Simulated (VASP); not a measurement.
# TiSi2 in VASP: single point with PBE+D3(BJ)

Aim: the single point of TiSi2 with PBE+D3(BJ).

Everything below comes from runs of VASP 6.6.1. Logs are shortened: lines on timing, memory, paths and dates and some standing lists are left out, and cuts for length are marked.

## (1) The cell of the first run

The cell holds a slab with vacuum, 12 atoms: a = 4.704 Å, b = 4.704 Å, c = 23.346 Å, α = 90.00°, β = 90.00°, γ = 119.56°.

## (2) Single point, PBE+D3(BJ)

Contents of INCAR:

```
PREC = Accurate
ENCUT = 520
EDIFF = 1E-7
ISMEAR = 0
SIGMA = 0.1
LREAL = F
LASPH = T
NELM = 80
ALGO = Normal
ISIF = 2
LWAVE = F
LCHARG = F
LDIPOL = T
IDIPOL = 3
DIPOL = 0.5 0.5 0.501
GGA = PE
IVDW = 12
NBANDS = 52
```

Contents of KPOINTS:

```
Automatic mesh
0
Gamma
  7 7 1
```

Contents of POSCAR:

```
TiSi2
1.0
    4.7035829166      0.0000000000      0.0000000000
   -2.3206826720      4.0912252675      0.0000000000
    0.0000000000      0.0000000000     23.3460958340
Ti Si
4 8
Direct
    0.5000000000      0.0000000000      0.3640865719
    0.0000000000      0.0000000000      0.4546955240
    0.0000000000      0.5000000000      0.5466877128
    0.5000000000      0.5000000000      0.6393269650
    0.1634549971      0.3365450029      0.3640865719
    0.8365450029      0.6634549971      0.3640865719
    0.3365450029      0.6634549971      0.4546955240
    0.6634549971      0.3365450029      0.4546955240
    0.6627073383      0.8382573235      0.5468646022
    0.3372926617      0.1617426765      0.5468646022
    0.8348322129      0.1593573832      0.6383602411
    0.1651677871      0.8406426168      0.6383602411
```

Potentials or basis: VASP PAW PBE potentials, release 64 (Ti_sv, Si).

Command:

```bash
> cat potpaw_PBE.64/Ti_sv/POTCAR potpaw_PBE.64/Si/POTCAR > POTCAR
> mpirun -np 1 vasp_std > vasp.out
```

OUTCAR:

```text
PREC = Accurate
   ENCUT = 520
   EDIFF = 1E-7
   ISMEAR = 0
   LREAL = F
   LASPH = T
   NELM = 80
   ISIF = 2
   GGA = PE
   IVDW = 12
 IVDW          = 12

 ion  position               nearest neighbor table
   1  0.500  0.000  0.364-   7 2.52   8 2.52   5 2.71   6 2.71   5 2.71   6 2.71   5 2.74   6 2.74

   2  0.000  0.000  0.455-   5 2.52   6 2.52   9 2.56  10 2.56   8 2.71   7 2.71   8 2.71   7 2.71
                             7 2.74   8 2.74
   3  0.000  0.500  0.547-   7 2.55   8 2.55  11 2.55  12 2.55  10 2.71   9 2.71   9 2.71  10 2.71
                             9 2.75  10 2.75
   4  0.500  0.500  0.639-   9 2.56  10 2.56  11 2.70  12 2.70  12 2.72  11 2.72  11 2.75  12 2.75
[... 5 lines left out ...]
   7  0.337  0.663  0.455-   5 2.50   1 2.52   9 2.53   3 2.55   8 2.66   2 2.71   2 2.71   2 2.74
                             8 2.75   8 2.75
   8  0.663  0.337  0.455-   6 2.50   1 2.52  10 2.53   3 2.55   7 2.66   2 2.71   2 2.71   2 2.74
                             7 2.75   7 2.75
   9  0.663  0.838  0.547-  11 2.51   7 2.53   2 2.56   4 2.56  10 2.64   3 2.71   3 2.71   3 2.75
                            10 2.76  10 2.77
  10  0.337  0.162  0.547-  12 2.51   8 2.53   2 2.56   4 2.56   9 2.64   3 2.71   3 2.71   3 2.75
                             9 2.76   9 2.77
  11  0.835  0.159  0.638-   9 2.51   3 2.55  12 2.64   4 2.70   4 2.72  12 2.74   4 2.75  12 2.79

  12  0.165  0.841  0.638-  10 2.51   3 2.55  11 2.64   4 2.70   4 2.72  11 2.74   4 2.75  11 2.79

  LATTYP: Found a base centered orthorhombic cell.
 ALAT       =     4.7345895033
 B/A-ratio  =     1.7169100036
 C/A-ratio  =     4.9309651486

  Lattice vectors:

 A1 = (   4.7035829166,   0.0000000000,   0.0000000000)
 A2 = (  -2.3206826720,   4.0912252675,   0.0000000000)
 A3 = (   0.0000000000,   0.0000000000,  23.3460958340)

Analysis of symmetry for initial positions (statically):
=====================================================================
 Subroutine PRICEL returns:
 Original cell was already a primitive cell.

 Routine SETGRP: Setting up the symmetry group for a
 base centered orthorhombic supercell.

 Subroutine GETGRP returns: Found  2 space group operations
 (whereof  2 operations were pure point group operations)
 out of a pool of  8 trial point group operations.

The static configuration has the point symmetry C_2 .

Analysis of symmetry for dynamics (positions and initial velocities):
=====================================================================
 Subroutine PRICEL returns:
 Original cell was already a primitive cell.

 Routine SETGRP: Setting up the symmetry group for a
 base centered orthorhombic supercell.

 Subroutine GETGRP returns: Found  2 space group operations
 (whereof  2 operations were pure point group operations)
 out of a pool of  8 trial point group operations.

The dynamic configuration has the point symmetry C_2 .

 Subroutine INISYM returns: Found  2 space group operations
 (whereof  2 operations are pure point group operations),
 and found     1 'primitive' translations

----------------------------------------------------------------------------------------

                                     Primitive cell

  volume of cell :     449.2587

  direct lattice vectors                    reciprocal lattice vectors
     4.703582917  0.000000000  0.000000000     0.212603885  0.120596183  0.000000000
    -2.320682672  4.091225267  0.000000000     0.000000000  0.244425553  0.000000000
     0.000000000  0.000000000 23.346095834     0.000000000  0.000000000  0.042833714

  length of vectors
     4.703582917  4.703582917 23.346095834     0.244425553  0.244425553  0.042833714

  position of ions in fractional coordinates (direct lattice)
     0.500000000  0.000000000  0.364086572
     0.000000000  0.000000000  0.454695524
     1.000000000  0.500000000  0.546687713
     0.500000000  0.500000000  0.639326965
     0.163454997  0.336545003  0.364086572
     0.836545003  0.663454997  0.364086572
     0.336545003  0.663454997  0.454695524
     0.663454997  0.336545003  0.454695524
     0.662707338  0.838257324  0.546864602
     0.337292662  0.161742676  0.546864602
     0.834832213  0.159357383  0.638360241
     0.165167787  0.840642617  0.638360241

[... 29 lines left out ...]

  Length of vectors
     0.034917936  0.034917936  0.042833714

  Shift w.r.t. Gamma in fractional coordinates (k-lattice)
     0.000000000  0.000000000  0.000000000

 Subroutine IBZKPT returns following result:
 ===========================================

 Found     25 irreducible k-points:

 Following reciprocal coordinates:
            Coordinates               Weight
  0.000000  0.000000  0.000000      1.000000
  0.142857  0.000000  0.000000      2.000000
  0.000000  0.142857  0.000000      2.000000
  0.285714  0.000000  0.000000      2.000000
  0.000000  0.285714  0.000000      2.000000
  0.428571  0.000000  0.000000      2.000000
[... 16 lines left out ...]
 -0.285714  0.285714  0.000000      2.000000
  0.428571  0.428571  0.000000      2.000000
   k-points           NKPTS =     25   k-points in BZ     NKDIM =     25   number of bands    NBANDS=     52
   number of dos      NEDOS =    301   number of ions     NIONS =     12
   total plane-waves  NPLWV = 233280
   dimension x,y,z NGX =    36 NGY =   36 NGZ =  180
   dimension x,y,z NGXF=    72 NGYF=   72 NGZF=  360
   ions per type =               4   8
   NGX,Y,Z   is equivalent  to a cutoff of  12.72, 12.72, 12.82 a.u.
   NGXF,Y,Z  is equivalent  to a cutoff of  25.45, 25.45, 25.64 a.u.
 SYSTEM =  unknown system
   PREC   = accura    normal or accurate (medium, high low for compatibility)
   ISTART =      0    job   : 0-new  1-cont  2-samecut
   ICHARG =      2    charge: 1-file 2-atom 10-const
   ISPIN  =      1    spin polarized calculation?
   LNONCOLLINEAR =      F non collinear calculations
   LSORBIT =      F    spin-orbit coupling
   LASPH  =      T    aspherical Exc in radial PAW
   ENCUT  =  520.0 eV  38.22 Ry    6.18 a.u.   8.75  8.75 43.41*2*pi/ulx,y,z
   NELM   =     80;   NELMIN=  2; NELMDL= -5     # of ELM steps
   EDIFF  = 0.1E-06   stopping-criterion for ELM
   LREAL  =      F    real-space projection
   EDIFFG = 0.1E-05   stopping-criterion for IOM
   NSW    =      0    number of steps for IOM
   IBRION =     -1    ionic relax: 0-MD 1-quasi-New 2-CG
   NFREE  =      0    steps in history (QN), initial steepest desc. (CG)
   ISIF   =      2    stress and relaxation
   ISYM   =      2    0-nonsym 1-usesym 2-fastsym
   POTIM  = 0.5000    time-step for ionic-motion
   TEBEG  =    0.0;   TEEND  =   0.0 temperature during run
   PSTRESS=    0.0 pullay stress
   NELECT =      80.0000    total number of electrons
   NUPDOWN=      -1.0000    fix difference up-down
   EMIN   =  10.00;   EMAX   =-10.00  energy-range for DOS
   EFERMI =   0.00;   METHOD = LEGACY
   ISMEAR =     0;   SIGMA  =   0.10  broadening in eV -4-tet -1-fermi 0-gaus
   EFERMI_NEDOS =   21; number of points for ismear=-14 and -15
   IALGO  =     38    algorithm
   IMIX   =      4    mixing-type and parameters
     AMIX     =   0.40;   BMIX     =  1.00
     AMIX_MAG =   1.60;   BMIX_MAG =  1.00
  volume/ion in A,a.u.               =      37.44       252.65
  Fermi-wavevector in a.u.,A,eV,Ry     =   0.921028  1.740490 11.541713  0.848292
  Thomas-Fermi vector in A             =   2.046399
   LORBIT       =      0    0 simple, 1 ext, 2 COOP (PROOUT), +10 PAW based schemes
   GGA     = PE    functional components
   LHFCALC =     F    Hartree Fock is set to
   AEXX    =    0.0000 exact exchange contribution
   IVDW    =    12    specifies the selected vdW correction
   LEPSILON=     F    determine dielectric tensor
   LRPA    =     F    only Hartree local field effects (RPA)
 non-spin polarized calculation
 Gauss-broadening in eV      SIGMA  =   0.10
  energy-cutoff  :      520.00
  volume of cell :      449.26
 maximum number of plane-waves:     12125
   NGX = 17   NGY = 17   NGZ = 87

 dipolmoment           0.000000      0.000000      0.000861 electrons x Angstroem

 number of electron      80.0000016 magnetization

 dipolmoment           0.000000      0.000000     -0.005639 electrons x Angstroem

 Free energy of the ion-electron system (eV)
  ---------------------------------------------------
  ext. energy  EPLUGINS =         0.00000000
  ---------------------------------------------------
  free energy    TOTEN  =       -76.80116910 eV

  energy without entropy =      -76.76186167  energy(sigma->0) =      -76.78151539

 E-fermi :   1.6019     XC(G=0):  -5.2028

 val. band max:        1.5946299935   @ k =   0.1429  -0.2857   0.0000
 cond. band min:       1.6066970592   @ k =  -0.4286   0.2857   0.0000
 fundamental gap:      0.0120670657
 Fermi energy:         1.6019151587

 k-point     1 :       0.0000    0.0000    0.0000
  band No.  band energies     occupation
      1     -55.3247      2.00000
      2     -55.2796      2.00000
      3     -54.7628      2.00000
      4     -54.7348      2.00000
      5     -31.7858      2.00000
      6     -31.7394      2.00000
[... 1309 lines left out ...]
     51       4.4595      0.00000
     52       4.4940      0.00000

 [... further k-points ...]

------------------------ aborting loop because EDIFF is reached ----------------------------------------

 vacuum level on the upper side and lower side of the slab       (xc-potential included)        -0.105        -0.056

 Edisp (eV)   -4.85646

 E8    (eV) :    -2.1948

  FORCE on cell =-STRESS in cart. coord.  units (eV):
  Direction    XX          YY          ZZ          XY          YZ          ZX
  --------------------------------------------------------------------------------------
  -------------------------------------------------------------------------------------
  Total      -9.81727    -7.73738     1.26775    -0.77241     0.00000     0.00000
  in kB     -35.01104   -27.59360     4.52113    -2.75461     0.00000     0.00000
  external pressure =      -19.36 kB  Pullay stress =        0.00 kB

 VOLUME and BASIS-vectors are now :
 -----------------------------------------------------------------------------
  energy-cutoff  :      520.00
  volume of cell :      449.26
      direct lattice vectors                 reciprocal lattice vectors
     4.703582917  0.000000000  0.000000000     0.212603885  0.120596183  0.000000000
    -2.320682672  4.091225267  0.000000000     0.000000000  0.244425553  0.000000000
     0.000000000  0.000000000 23.346095834     0.000000000  0.000000000  0.042833714

 POSITION                                       TOTAL-FORCE (eV/Angst)
 -----------------------------------------------------------------------------------
      2.35179      0.00000      8.50000         0.000000      0.000000     -0.387820
      0.00000      0.00000     10.61537         0.000000      0.000000      0.366584
     -1.16034      2.04561     12.76302         0.000000      0.000000      0.009567
      1.19145      2.04561     14.92579         0.000000      0.000000     -0.000490
     -0.01219      1.37688      8.50000        -0.019931      0.181991     -0.141083
      2.39509      2.71434      8.50000         0.019931     -0.181991     -0.141083
      0.04330      2.71434     10.61537         0.053451     -0.161626      0.157200
      2.33960      1.37688     10.61537        -0.053451      0.161626      0.157200
      1.17177      3.42950     12.76715        -0.020366      0.026381      0.002632
      1.21113      0.66173     12.76715         0.020366     -0.026381      0.002632
      3.55688      0.65197     14.90322         0.011858     -0.026168     -0.012668
     -1.17398      3.43926     14.90322        -0.011858      0.026168     -0.012668
 -----------------------------------------------------------------------------------
    total drift:                                0.000000     -0.000000      0.000181

  FREE ENERGIE OF THE ION-ELECTRON SYSTEM (eV)
  ---------------------------------------------------
  free  energy   TOTEN  =       -81.6576293622 eV

  energy  without entropy=      -81.6183219319  energy(sigma->0) =      -81.63797565

 vacuum level on the upper side and lower side of the slab         5.304         5.355
```

It took 30 min on 1 thread of Oxide Virtual Turin-like, shared host; peak memory 0.72 GiB.

What came out:

- Free energy: -81.6576 eV
- Largest force: 0.388 eV/Å
- Band gap on the k mesh: zero (band 40 reaches 1.80 eV, above the bottom of band 41 at 1.35 eV)
- Dispersion energy per atom: -0.405 eV

Forces in eV/Å, atoms in the order of the input:
```
Ti   0.000  0.000 -0.388
Ti   0.000  0.000  0.367
Ti   0.000  0.000  0.010
Ti   0.000  0.000  0.000
Si  -0.020  0.182 -0.141
Si   0.020 -0.182 -0.141
Si   0.053 -0.162  0.157
Si  -0.053  0.162  0.157
Si  -0.020  0.026  0.003
Si   0.020 -0.026  0.003
Si   0.012 -0.026 -0.013
Si  -0.012  0.026 -0.013
```
